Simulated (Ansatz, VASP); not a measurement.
## One calculation of Li2S, two programs

INCAR

```
PREC = Accurate
ENCUT = 750
EDIFF = 1E-6
ISMEAR = 0
SIGMA = 0.02
LREAL = False
LASPH = True
NELM = 120
ALGO = Normal
ISIF = 2
LWAVE = False
LCHARG = False
GGA = PE
NBANDS = 13
GGA_COMPAT = False
```

The input KPOINTS:

```
Automatic mesh
0
Gamma
  8 8 8
```

POSCAR

```
Li2S
1.0
    0.0000000000      2.7945788924      2.7945788924
    2.7945788924      0.0000000000      2.7945788924
    2.7945788924      2.7945788924      0.0000000000
Li S
2 1
Direct
    0.2500000000      0.2500000000      0.2500000000
    0.7500000000      0.7500000000      0.7500000000
    0.0000000000      0.0000000000      0.0000000000
```

Input for Ansatz:

```yaml
crystal:
  lattice:
    - [0.0, 2.7945788924, 2.7945788924]
    - [2.7945788924, 0.0, 2.7945788924]
    - [2.7945788924, 2.7945788924, 0.0]
  atoms:
    - { symbol: Li, position: [0.25, 0.25, 0.25] }
    - { symbol: Li, position: [0.75, 0.75, 0.75] }
    - { symbol: S, position: [0.0, 0.0, 0.0] }
basis:
  ecutwfc: 420
kpoints:
  mp_grid: { grid: [8, 8, 8] }
hamiltonian:
  xc: pbe
scf:
  occupations: { method: gaussian, width: 0.02 }
output:
  forces: true
  stress: true
  eigenvalues: true
```

Alike in both runs: task single point; functional PBE; k mesh 8 × 8 × 8; occupations gaussian, width 0.02 eV; no spin polarisation.

```csv
,VASP,Ansatz
version,VASP 6.6.1,Ansatz 0.2.0
potentials or method,"VASP PAW PBE potentials, release 64 (Li_sv, S), cutoff 750 eV","scalar-relativistic, plane waves, PAW"
valence electrons in the cell,12,12
```

Ansatz gave:

| Item | Value |
| --- | --- |
| gap on the k mesh at the Fermi level (eV) | 3.35 |
| least direct gap on the mesh (eV) | 4.57 |
| pressure (GPa) | 2.8 |

Q: Which values does VASP return?

A: gap on the k mesh at the Fermi level (eV): 3.35; least direct gap on the mesh (eV): 4.57; pressure (GPa): 2.7.
